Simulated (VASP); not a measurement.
Ti4B, 5 atoms in the cell. The structure is cubic, space group P-43m (No. 215). Conventional cell: a = 4.135 Å, b = 4.135 Å, c = 4.135 Å, α = 90.00°, β = 90.00°, γ = 90.00°. Ti (site symmetry 3m) has 1 B at 1.79 Å within 2.4 Å. Within 2.4 Å of B (site symmetry -43m) lie 4 Ti at 1.79 Å. The cell was generated, and may not be a known phase.

| Property | Result |
| --- | --- |
| Program | VASP 6.6.1 |
| Task | relaxation of cell and atoms |
| Functional | PBE |
| Potentials or basis | VASP PAW PBE potentials, release 64 (Ti_sv, B) |
| Cutoff | 600 eV |
| k mesh | 4 × 4 × 4 |
| Occupations | gaussian, width 0.1 eV |
| Spin | no spin polarisation |
| Dipole correction | no |
| Further INCAR settings | ALGO = Normal; EDIFF = 1e-07; IBRION = 2; EDIFFG = -0.04; NSW = 90; ISIF = 3 |

Potentials or basis: VASP PAW PBE potentials, release 64 (Ti_sv, B).

Command:

```console
$ cat potpaw_PBE.64/Ti_sv/POTCAR potpaw_PBE.64/B/POTCAR > POTCAR
$ mpirun -np 1 vasp_std > vasp.out
```

Hardware: 1 thread of Intel Xeon 8259CL (shared host).

Question: How long does it take, and how much memory?

Answer: Wall time 8.1 min on 1 thread of Intel Xeon 8259CL, with other jobs on the host, peak memory 0.22 GiB. Counts: scf iterations 116, k points 10, ion steps 8.
